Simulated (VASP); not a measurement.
# CdBi2As4 (I-4) in VASP: single point with PBE

Aim: the single point of CdBi2As4 with PBE.

Everything below comes from runs of VASP 6.6.1. Logs are shortened: lines on timing, memory, paths and dates and some standing lists are left out, and cuts for length are marked.

## (1) The cell of the first run

Symmetry: I-4, No. 82, tetragonal system. Conventional cell: a = 5.810 Å, b = 5.810 Å, c = 11.611 Å, α = 90.00°, β = 90.00°, γ = 90.00°. Cd (site symmetry -4) has 4 As at 2.55 Å within 3.4 Å. Within 3.4 Å of Bi (site symmetry -4) lie 4 As at 2.55 Å. Bi (site symmetry -4) has 4 As at 2.55 Å within 3.4 Å. Within 3.4 Å of As (site symmetry 1) lie 2 Bi at 2.55 Å and 1 Cd at 2.55 Å.

## (2) Single point, PBE

File INCAR:

```
ALGO = Normal ; EDIFF = 1E-6
ENCUT = 520 ; GGA = PE
ISIF = 2 ; ISMEAR = 1
LASPH = T ; LCHARG = F
LREAL = F ; LWAVE = F
NBANDS = 40 ; NELM = 60
PREC = Accurate ; SIGMA = 0.0216
```

File KPOINTS:

```
k-points
0
Gamma
  5 5 5
```

File POSCAR:

```
CdBi2As4
1.0
    0.0000000000      5.8095410000      0.0000000000
    5.8095410000      0.0000000000      0.0000000000
    2.9047700000      2.9047700000     -5.8053270000
Cd Bi As
1 2 4
Direct
    0.0000000000      0.0000000000      0.0000000000
    0.5000000000      0.5000000000      0.0000000000
    0.7500000000      0.2500000000      0.5000000000
    0.3700000000      0.3900000000      0.7400000000
    0.6100000000      0.1100000000      0.2600000000
    0.8900000000      0.8700000000      0.7400000000
    0.1300000000      0.6300000000      0.2600000000
```

Potentials or basis: VASP PAW PBE potentials, release 64 (Cd, Bi_d, As).

The run is started by

```bash
cat potpaw_PBE.64/Cd/POTCAR potpaw_PBE.64/Bi_d/POTCAR potpaw_PBE.64/As/POTCAR > POTCAR
mpirun -np 1 vasp_std > vasp.out
```

OUTCAR:

```text
EDIFF = 1E-6
   ENCUT = 520
   GGA = PE
   ISIF = 2
   ISMEAR = 1
   LASPH = T
   LREAL = F
   NELM = 60
   PREC = Accurate

 ion  position               nearest neighbor table
   1  0.000  0.000  0.000-   6 2.55   7 2.55   5 2.55   4 2.55
   2  0.500  0.500  0.000-   4 2.55   7 2.55   5 2.55   6 2.55
   3  0.750  0.250  0.500-   5 2.55   4 2.55   6 2.55   7 2.55
   4  0.370  0.390  0.740-   2 2.55   1 2.55   3 2.55
   5  0.610  0.110  0.260-   1 2.55   2 2.55   3 2.55
   6  0.890  0.870  0.740-   1 2.55   2 2.55   3 2.55
   7  0.130  0.630  0.260-   1 2.55   2 2.55   3 2.55

  LATTYP: Found a body centered tetragonal cell.
 ALAT       =     5.8095410000
 C/A-ratio  =     1.9985492830

  Lattice vectors:

 A1 = (  -2.9047700000,   2.9047710000,   5.8053270000)
 A2 = (   2.9047710000,  -2.9047700000,   5.8053270000)
 A3 = (   2.9047700000,   2.9047700000,  -5.8053270000)

Analysis of symmetry for initial positions (statically):
=====================================================================
 Subroutine PRICEL returns:
 Original cell was already a primitive cell.

 Routine SETGRP: Setting up the symmetry group for a
 body centered tetragonal supercell.

 Subroutine GETGRP returns: Found  4 space group operations
 (whereof  4 operations were pure point group operations)
 out of a pool of 16 trial point group operations.

The static configuration has the point symmetry S_4 .

Analysis of symmetry for dynamics (positions and initial velocities):
=====================================================================
 Subroutine PRICEL returns:
 Original cell was already a primitive cell.

 Routine SETGRP: Setting up the symmetry group for a
 body centered tetragonal supercell.

 Subroutine GETGRP returns: Found  4 space group operations
 (whereof  4 operations were pure point group operations)
 out of a pool of 16 trial point group operations.

The dynamic configuration has the point symmetry S_4 .

 Subroutine INISYM returns: Found  4 space group operations
 (whereof  4 operations are pure point group operations),
 and found     1 'primitive' translations

----------------------------------------------------------------------------------------

                                     Primitive cell

  volume of cell :     195.9342

  direct lattice vectors                    reciprocal lattice vectors
     0.000000000  5.809541000  0.000000000     0.000000000  0.172130638  0.086127778
     5.809541000  0.000000000  0.000000000     0.172130638  0.000000000  0.086127778
     2.904770000  2.904770000 -5.805327000     0.000000000  0.000000000 -0.172255585

  length of vectors
     5.809541000  5.809541000  7.111764836     0.192475845  0.192475845  0.172255585

  position of ions in fractional coordinates (direct lattice)
     0.000000000  0.000000000  0.000000000
     0.500000000  0.500000000  0.000000000
     0.750000000  0.250000000  0.500000000
     0.370000000  0.390000000  0.740000000
     0.610000000  0.110000000  0.260000000
     0.890000000  0.870000000  0.740000000
     0.130000000  0.630000000  0.260000000

  ion indices of the primitive-cell ions
   primitive index   ion index
                 1           1
                 2           2
                 3           3
                 4           4
                 5           5
                 6           6
                 7           7

----------------------------------------------------------------------------------------

 KPOINTS: k-points

Automatic generation of k-mesh.
 Grid dimensions read from file:
 generate k-points for:    5    5    5

 Generating k-lattice:

  Cartesian coordinates                     Fractional coordinates (reciprocal lattice)
     0.000000000  0.034426128  0.017225556     0.200000000  0.000000000 -0.000000000
     0.034426128  0.000000000  0.017225556     0.000000000  0.200000000 -0.000000000
     0.000000000  0.000000000 -0.034451117     0.000000000  0.000000000  0.200000000

  Length of vectors
     0.038495169  0.038495169  0.034451117

  Shift w.r.t. Gamma in fractional coordinates (k-lattice)
     0.000000000  0.000000000  0.000000000

 Subroutine IBZKPT returns following result:
 ===========================================

 Found     21 irreducible k-points:

 Following reciprocal coordinates:
            Coordinates               Weight
  0.000000  0.000000  0.000000      1.000000
  0.200000  0.000000  0.000000      8.000000
  0.400000  0.000000 -0.000000      8.000000
  0.200000  0.200000  0.000000      8.000000
  0.400000  0.200000 -0.000000      8.000000
 -0.200000 -0.400000  0.000000      8.000000
[... 13 lines left out ...]
  0.000000  0.000000  0.400000      2.000000
 -0.200000  0.000000  0.400000      4.000000
   k-points           NKPTS =     21   k-points in BZ     NKDIM =     21   number of bands    NBANDS=     40
   number of dos      NEDOS =    301   number of ions     NIONS =      7
   total plane-waves  NPLWV = 124416
   dimension x,y,z NGX =    48 NGY =   48 NGZ =   54
   dimension x,y,z NGXF=    96 NGYF=   96 NGZF=  108
   ions per type =               1   2   4
   NGX,Y,Z   is equivalent  to a cutoff of  13.74, 13.74, 12.62 a.u.
   NGXF,Y,Z  is equivalent  to a cutoff of  27.47, 27.47, 25.25 a.u.
 SYSTEM =  unknown system
   PREC   = accura    normal or accurate (medium, high low for compatibility)
   ISTART =      0    job   : 0-new  1-cont  2-samecut
   ICHARG =      2    charge: 1-file 2-atom 10-const
   ISPIN  =      1    spin polarized calculation?
   LNONCOLLINEAR =      F non collinear calculations
   LSORBIT =      F    spin-orbit coupling
   LASPH  =      T    aspherical Exc in radial PAW
   ENCUT  =  520.0 eV  38.22 Ry    6.18 a.u.  10.80 10.80 13.22*2*pi/ulx,y,z
   NELM   =     60;   NELMIN=  2; NELMDL= -5     # of ELM steps
   EDIFF  = 0.1E-05   stopping-criterion for ELM
   LREAL  =      F    real-space projection
   EDIFFG = 0.1E-04   stopping-criterion for IOM
   NSW    =      0    number of steps for IOM
   IBRION =     -1    ionic relax: 0-MD 1-quasi-New 2-CG
   NFREE  =      0    steps in history (QN), initial steepest desc. (CG)
   ISIF   =      2    stress and relaxation
   ISYM   =      2    0-nonsym 1-usesym 2-fastsym
   POTIM  = 0.5000    time-step for ionic-motion
   TEBEG  =    0.0;   TEEND  =   0.0 temperature during run
   PSTRESS=    0.0 pullay stress
   NELECT =      62.0000    total number of electrons
   NUPDOWN=      -1.0000    fix difference up-down
   EMIN   =  10.00;   EMAX   =-10.00  energy-range for DOS
   EFERMI =   0.00;   METHOD = LEGACY
   ISMEAR =     1;   SIGMA  =   0.02  broadening in eV -4-tet -1-fermi 0-gaus
   EFERMI_NEDOS =   21; number of points for ismear=-14 and -15
   IALGO  =     38    algorithm
   IMIX   =      4    mixing-type and parameters
     AMIX     =   0.40;   BMIX     =  1.00
     AMIX_MAG =   1.60;   BMIX_MAG =  1.00
  volume/ion in A,a.u.               =      27.99       188.89
  Fermi-wavevector in a.u.,A,eV,Ry     =   1.115583  2.108146 16.932801  1.244526
  Thomas-Fermi vector in A             =   2.252189
   LORBIT       =      0    0 simple, 1 ext, 2 COOP (PROOUT), +10 PAW based schemes
   GGA     = PE    functional components
   LHFCALC =     F    Hartree Fock is set to
   AEXX    =    0.0000 exact exchange contribution
   IVDW    =     0    specifies the selected vdW correction
   LEPSILON=     F    determine dielectric tensor
   LRPA    =     F    only Hartree local field effects (RPA)
 non-spin polarized calculation
 Methfessel and Paxton  Order N= 1 SIGMA  =   0.02
  energy-cutoff  :      520.00
  volume of cell :      195.93
 maximum number of plane-waves:      5293
 NGX is ok and might be reduce to    48
   NGX = 21   NGY = 21   NGZ = 27

 number of electron      62.0000004 magnetization

 Free energy of the ion-electron system (eV)
  ---------------------------------------------------
  ext. energy  EPLUGINS =         0.00000000
  ---------------------------------------------------
  free energy    TOTEN  =       -23.63244720 eV

  energy without entropy =      -23.63234971  energy(sigma->0) =      -23.63241470

 E-fermi :   4.4014     XC(G=0):  -9.2267

 val. band max:        4.4013727243   @ k =   0.0000   0.0000   0.0000
 cond. band min:       4.4013728620   @ k =   0.0000   0.0000   0.0000
 fundamental gap:      0.0000001377
 Fermi energy:         4.4013727932

 k-point     1 :       0.0000    0.0000    0.0000
  band No.  band energies     occupation
      1     -19.2260      2.00000
      2     -19.2080      2.00000
      3     -19.2080      2.00000
      4     -19.1780      2.00000
      5     -19.1685      2.00000
      6     -19.1685      2.00000
[... 32 lines left out ...]
     39       8.5919      0.00000
     40       8.5919      0.00000

 k-point     2 :       0.2000    0.0000    0.0000
  band No.  band energies     occupation
      1     -19.2262      2.00000
      2     -19.2091      2.00000
      3     -19.2049      2.00000
      4     -19.1795      2.00000
      5     -19.1714      2.00000
      6     -19.1669      2.00000
[... 32 lines left out ...]
     39       8.4941      0.00000
     40       8.8279      0.00000

 k-point     3 :       0.4000    0.0000   -0.0000
  band No.  band energies     occupation
      1     -19.2265      2.00000
      2     -19.2110      2.00000
      3     -19.1976      2.00000
      4     -19.1847      2.00000
      5     -19.1752      2.00000
      6     -19.1648      2.00000
[... 724 lines left out ...]
  band No.  band energies     occupation
      1     -19.2229      2.00000
      2     -19.2140      2.00000
      3     -19.2140      2.00000
      4     -19.1808      2.00000
      5     -19.1623      2.00000
      6     -19.1623      2.00000
[... 32 lines left out ...]
     39       9.2468      0.00000
     40       9.7015      0.00000

 k-point    21 :      -0.2000    0.0000    0.4000
  band No.  band energies     occupation
      1     -19.2243      2.00000
      2     -19.2138      2.00000
      3     -19.2097      2.00000
      4     -19.1816      2.00000
      5     -19.1660      2.00000
      6     -19.1621      2.00000
[... 32 lines left out ...]
     39       9.2481      0.00000
     40       9.5524      0.00000

------------------------ aborting loop because EDIFF is reached ----------------------------------------

  FORCE on cell =-STRESS in cart. coord.  units (eV):
  Direction    XX          YY          ZZ          XY          YZ          ZX
  --------------------------------------------------------------------------------------
  -------------------------------------------------------------------------------------
  Total       15.7878243     15.7878243     14.5663477      0.0000013      0.0000013      0.0000013
  in kB      129.0988984    129.0988984    119.1107403      0.0000108      0.0000103      0.0000103
  external PRESSURE =     125.7695123 kB  Pullay stress =       0.0000000 kB

 VOLUME and BASIS-vectors are now :
 -----------------------------------------------------------------------------
  energy-cutoff  :      520.00
  volume of cell :      195.93
      direct lattice vectors                 reciprocal lattice vectors
     0.000000000  5.809541000  0.000000000     0.000000000  0.172130638  0.086127778
     5.809541000  0.000000000  0.000000000     0.172130638  0.000000000  0.086127778
     2.904770000  2.904770000 -5.805327000     0.000000000  0.000000000 -0.172255585

 POSITION                                       TOTAL-FORCE (eV/Angst)
 -----------------------------------------------------------------------------------
      0.00000      0.00000      0.00000        -0.000000     -0.000000     -0.000000
      2.90477      2.90477      0.00000        -0.000000      0.000000     -0.000000
      2.90477      5.80954     -2.90266         0.000000     -0.000000     -0.000000
      4.41525      4.29906     -4.29594         0.943829     -1.825187      0.943395
      1.39429      4.29906     -1.50939        -1.825187     -0.943829     -0.943395
      7.20383      7.32002     -4.29594        -0.943829      1.825187      0.943395
      4.41525      1.51048     -1.50939         1.825187      0.943829     -0.943395
 -----------------------------------------------------------------------------------
    total drift:                                0.000012      0.000013      0.000001

  FREE ENERGIE OF THE ION-ELECTRON SYSTEM (eV)
  ---------------------------------------------------
  free  energy   TOTEN  =       -23.6324472001 eV

  energy  without entropy=      -23.6323497082  energy(sigma->0) =      -23.63241470
```

Wall time 3.9 min (1 thread of Oxide Virtual Turin-like, shared host); peak memory 0.4 GiB.

What came out:

* Free energy: -23.6324 eV
* Pressure: 12.6 GPa
* Largest force: 2.261 eV/Å
* Band gap on the k mesh: zero (filled and empty bands touch)

Forces in eV/Å, atoms in the order of the input:
```
Cd   0.000  0.000  0.000
Bi   0.000  0.000  0.000
Bi   0.000  0.000  0.000
As   0.944 -1.825  0.943
As  -1.825 -0.944 -0.943
As  -0.944  1.825  0.943
As   1.825  0.944 -0.943
```

Levels at points of the mesh, in eV from the Fermi level:
| k point | band 27 | band 28 | band 29 | band 30 | band 31 | band 32 | band 33 | band 34 | band 35 | band 36 |
| --- | --- | --- | --- | --- | --- | --- | --- | --- | --- | --- |
| (0.00, 0.00, 0.00) | -2.32 | -2.32 | -0.17 | -0.12 | 0.00 | 0.00 | 1.05 | 1.25 | 2.47 | 2.47 |

Caveat: spin-orbit coupling is left out, which moves the levels of the heavy elements; forces of over 1 eV/Å act on the atoms, so gaps and moduli don't describe the material at rest.
